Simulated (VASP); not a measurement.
# Os: single point with PBE

The system is Os.

```
Os
1.0
     2.73410    0.00000    0.00000
    -1.36705    2.36780    0.00000
     0.00000    0.00000    4.31970
Os
2
Cartesian
  0.0000 1.5785 1.0799
  1.3670 0.7893 3.2398
```

* Program: VASP 6.6.1
* Task: single point
* Functional: PBE
* Potentials or basis: VASP PAW PBE potentials, release 64 (Os)
* Cutoff: 600 eV
* k mesh: 9 × 9 × 4
* Occupations: gaussian, width 0.1 eV
* Spin: no spin polarisation

```
Pressure               : 8.8 GPa
Band gap on the k mesh : zero (band 8 reaches 11.49 eV, above the bottom of band 9 at 7.66 eV)
```

Stress tensor (GPa, compression positive):
```
8.87 0.00 0.00
0.00 8.87 0.00
0.00 0.00 8.54
```

Levels at points of the mesh, in eV from the Fermi level:
```tsv
k point	band 6	band 7	band 8	band 9	band 10	band 11
(0.00, 0.00, 0.00)	-2.37	-2.37	-1.72	-1.72	-0.12	1.53
(0.00, 0.00, 0.50)	-3.41	-3.41	-3.41	0.74	0.74	0.74
```

It took 8.5 s on 1 thread of Intel(R) Xeon(R) 6975P-C (Granite Rapids), with other jobs on the host, peak memory 0.16 GiB.

Caveat: the k points lie up to 0.36 Å⁻¹ apart; spin-orbit coupling is left out, which moves the levels of the heavy elements.
